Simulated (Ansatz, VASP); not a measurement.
## One calculation of WS2, two programs

INCAR

```
ALGO = Normal ; DIPOL = 0.5 0.5 0.402
EDIFF = 1E-6 ; ENCUT = 520
GGA = PE ; IDIPOL = 3
ISIF = 2 ; ISMEAR = 0
IVDW = 12 ; LASPH = True
LCHARG = False ; LDIPOL = True
LREAL = False ; LWAVE = False
NBANDS = 35 ; NELM = 60
PREC = Accurate ; SIGMA = 0.05
```

Contents of KPOINTS:

```
k-points
0
Gamma
  9 9 1
```

Contents of POSCAR:

```
WS2
1.0
    3.1595457497      0.0000000000      0.0000000000
   -1.5797728749      2.7362468836      0.0000000000
    0.0000000000      0.0000000000     23.8042575719
S W
4 2
Direct
    0.3333333333      0.6666666667      0.1890418126
    0.3333333333      0.6666666667      0.3214605103
    0.8333333333      1.0000000000      0.4827761904
    0.8333333333      1.0000000000      0.6151948880
    0.6666666667      0.3333333333      0.2552511581
    0.5000000000      1.3333333333      0.5489855359
```

Input for Ansatz:

```yaml
crystal:
  lattice:
    - [3.1595457497, 0.0, 0.0]
    - [-1.5797728749, 2.7362468836, 0.0]
    - [0.0, 0.0, 23.8042575719]
  atoms:
    - { symbol: S, position: [0.3333333333, 0.6666666667, 0.1890418126] }
    - { symbol: W, position: [0.6666666667, 0.3333333333, 0.2552511581] }
    - { symbol: S, position: [0.3333333333, 0.6666666667, 0.3214605103] }
    - { symbol: S, position: [0.8333333333, 1.0, 0.4827761904] }
    - { symbol: W, position: [0.5, 1.3333333333, 0.5489855359] }
    - { symbol: S, position: [0.8333333333, 1.0, 0.615194888] }
basis:
  ecutwfc: 420
kpoints:
  mp_grid: { grid: [9, 9, 1] }
hamiltonian:
  xc: pbe
  pseudopotentials: { kind: paw, azcp: { folder: soft_1 } }
  dispersion: d3bj
scf:
  occupations: { method: gaussian, width: 0.05 }
output:
  forces: true
  eigenvalues: true
efield:
  axis: 3
  dipole_correction: true
  ramp_width: 0.04
```

Alike in both runs: task single point; functional PBE; dispersion D3(BJ); k mesh 9 × 9 × 1; occupations gaussian, width 0.05 eV; no spin polarisation.

```csv
,VASP,Ansatz
version,VASP 6.6.1,Ansatz 0.2.0
potentials or method,"VASP PAW PBE potentials, release 64 (S, W_sv), cutoff 520 eV","scalar-relativistic, plane waves, PAW"
valence electrons in the cell,52,52
```

VASP gave:

| Quantity | Value |
| --- | --- |
| gap on the k mesh at the Fermi level (eV) | 1.87 |
| least direct gap on the mesh (eV) | 1.92 |
| rms of the force components (eV/Å) | 0.026 |

Which values does Ansatz return?

gap on the k mesh at the Fermi level (eV): 1.85; least direct gap on the mesh (eV): 1.92; rms of the force components (eV/Å): 0.026.

Neither program's run includes spin-orbit coupling.
